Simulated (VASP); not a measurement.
Input of a VASP 6.6.1 run:

Contents of INCAR:

```
  PREC = Accurate
  ENCUT = 560
  EDIFF = 1E-6
  ISMEAR = 0
  SIGMA = 0.15
  LREAL = False
  LASPH = True
  NELM = 120
  ALGO = Normal
  ISIF = 2
  LWAVE = False
  LCHARG = False
  GGA = CA
  NBANDS = 14
  GGA_COMPAT = False
```

Contents of KPOINTS:

```
Automatic mesh
0
Gamma
  8 8 8
```

The input POSCAR:

```
Ir
1.0
    0.0000000000      1.9197000000      1.8621090000
    1.9197000000      0.0000000000      1.8621090000
    1.9197000000      1.9197000000      0.0000000000
Ir
1
Direct
    0.0000000000      0.0000000000      0.0000000000
```

Potentials or basis: VASP PAW LDA potentials, release 64 (Ir_sv_GW).

Launch:

```console
$ cat potpaw_LDA.64/Ir_sv_GW/POTCAR > POTCAR
$ mpirun -np 1 vasp_std > vasp.out
```

(1) Predict the band gap on the k mesh.

(2) What does it give for the pressure?

Results:

(1) zero (an odd number of electrons rules out a gap without spin polarisation).

(2) 4.9 GPa.

Caveat: the cell differs from its parent crystal (strain -0.0300 x Voigt [0, 0, 1, 0, 0, 0]); the stress differs along the axes, from 1 to 13 GPa; spin-orbit coupling is left out, which moves the levels of the heavy elements.
